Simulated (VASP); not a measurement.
Wanted: the native input for a VASP 6.6.1 run.

```
Task                   : single point
Functional             : LDA
Potentials or basis    : VASP PAW LDA potentials, release 64 (Ni)
Cutoff                 : 520 eV
k mesh                 : 17 × 17 × 17
Occupations            : fermi-dirac, width 0.05 eV
Spin                   : no spin polarisation
Dipole correction      : no
Further INCAR settings : ALGO = Normal; EDIFF = 1e-07; NBANDS = 11
```

The structure of Ni lies in POSCAR:

```
Ni
1.0
   -1.2286065031      1.2286065031      1.2286065031
    1.2286065031     -1.2286065031      1.2286065031
    1.2286065031      1.2286065031     -1.2286065031
Ni
1
Direct
    0.0000000000      0.0000000000      0.0000000000
```

This isn't the form of Ni at room conditions, which is fcc.

These files were run (other wordings do the same):

INCAR

```
PREC     = Accurate       # precision mode
ENCUT    = 520            # plane-wave cutoff, eV
EDIFF    = 1E-7           # SCF threshold, eV
ISMEAR   = -1             # smearing method
SIGMA    = 0.05           # smearing width, eV
LREAL    = F              # projectors in reciprocal space
LASPH    = T              # aspherical terms in the spheres
NELM     = 80             # most SCF steps
ALGO     = Normal         # electronic algorithm
ISIF     = 2              # what is computed and relaxed
LWAVE    = F              # write WAVECAR
LCHARG   = F              # write CHGCAR
GGA      = CA             # functional
NBANDS   = 11             # bands
```

KPOINTS

```
regular mesh
0
Gamma
  17 17 17
```

Potentials or basis: VASP PAW LDA potentials, release 64 (Ni).

Launch:

```bash
$ cat potpaw_LDA.64/Ni/POTCAR > POTCAR
$ mpirun -np 1 vasp_std > vasp.out
```

Results of the run:

The pressure is 157.7 GPa and the band gap on the k mesh is zero (bands 5 and 6 overlap by 1.80 eV).

Caveat: the cell stands under pressure; the run has no spin polarisation, though such a crystal can be magnetic.

Wall time 12 s on 1 thread of Intel Xeon 8259CL, on a shared host, peak memory 0.12 GiB.
